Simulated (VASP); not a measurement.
Set up this calculation in VASP 6.6.1, as the native input.

* Task: single point
* Functional: PBEsol
* Potentials or basis: VASP PAW PBE potentials, release 64 (Rb_sv)
* Cutoff: 520 eV
* k mesh: 8 × 8 × 8
* Occupations: fermi-dirac, width 0.1 eV
* Spin: no spin polarisation
* Dipole correction: no
* Further INCAR settings: ALGO = Normal; EDIFF = 1e-06; NBANDS = 10

The structure of Rb lies in POSCAR:

```
Rb
1.0
    4.4865396314      0.0000000000      0.0000000000
    0.0000000000      4.4865396314      0.0000000000
    0.0000000000      0.0000000000      4.4865396314
Rb
1
Direct
    0.0000000000      0.0000000000      0.0000000000
```

This cell differs from its parent crystal: volume scaled by 0.96.

One way to write it, as run:

INCAR

```
SYSTEM = Rb
PREC = Accurate
ENCUT = 520
EDIFF = 1E-6
ISMEAR = -1
SIGMA = 0.1
LREAL = .False.
LASPH = .True.
NELM = 100
ALGO = Normal
ISIF = 2
LWAVE = .False.
LCHARG = .False.
GGA = PS
NBANDS = 10
```

KPOINTS

```
regular mesh
0
Gamma
  8 8 8
  0 0 0
```

Potentials or basis: VASP PAW PBE potentials, release 64 (Rb_sv).

Launch:

```sh
$ cat potpaw_PBE.64/Rb_sv/POTCAR > POTCAR
$ mpirun -np 1 vasp_std > vasp.out
```

It gave:

| Item | Value |
| --- | --- |
| Pressure | 0.1 GPa |

Caveat: the PAW data sets were made with another functional, which shifts forces and pressure a little.

It took 32 s on 1 thread of Intel Xeon 8259CL (shared host), peak memory 0.2 GiB.
